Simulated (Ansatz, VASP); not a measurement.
**AlCu4: VASP beside Ansatz**

```
Al Cu
1.0
     6.63478    0.00000    0.00000
     0.00000    6.63478    0.00000
     0.00000    0.00000    6.63478
Al Cu
4 16
Direct
  0.44089 0.94089 0.55911
  0.94089 0.55911 0.44089
  0.55911 0.44089 0.94089
  0.05911 0.05911 0.05911
  0.80908 0.30908 0.19092
  0.30908 0.19092 0.80908
  0.19092 0.80908 0.30908
  0.69092 0.69092 0.69092
  0.04876 0.87489 0.69996
  0.30004 0.54876 0.62511
  0.37489 0.80004 0.95124
  0.54876 0.62511 0.30004
  0.80004 0.95124 0.37489
  0.87489 0.69996 0.04876
  0.95124 0.37489 0.80004
  0.69996 0.04876 0.87489
  0.62511 0.30004 0.54876
  0.45124 0.12511 0.19996
  0.19996 0.45124 0.12511
  0.12511 0.19996 0.45124
```

Alike in both runs: task single point; functional PBEsol; k mesh 6 × 6 × 6; occupations gaussian, width 0.05 eV; no spin polarisation.

|  | VASP | Ansatz |
| --- | --- | --- |
| version | VASP 6.6.1 | Ansatz 0.2.0 |
| potentials or method | VASP PAW PBE potentials, release 64 (Al, Cu), cutoff 520 eV | scalar-relativistic, plane waves, PAW |
| valence electrons in the cell | 188 | 316 |

Ansatz gave:

| Item | Value |
| --- | --- |
| gap on the k mesh at the Fermi level (eV) | none |
| pressure (GPa) | -17.9 |
| rms of the force components (eV/Å) | 0.020 |

Task: Estimate VASP's values.

Result: gap on the k mesh at the Fermi level (eV): none; pressure (GPa): -17.5; rms of the force components (eV/Å): 0.018.

VASP's potentials were made for PBE, not for PBEsol. Atom by atom the forces differ by 0.003 eV/Å (rms over components). A gap of «none» marks a metal or a gap that the smearing closes. VASP's potentials hold 188 valence electrons a cell and Ansatz's 316, so a difference there can come from the potentials and not from the codes.
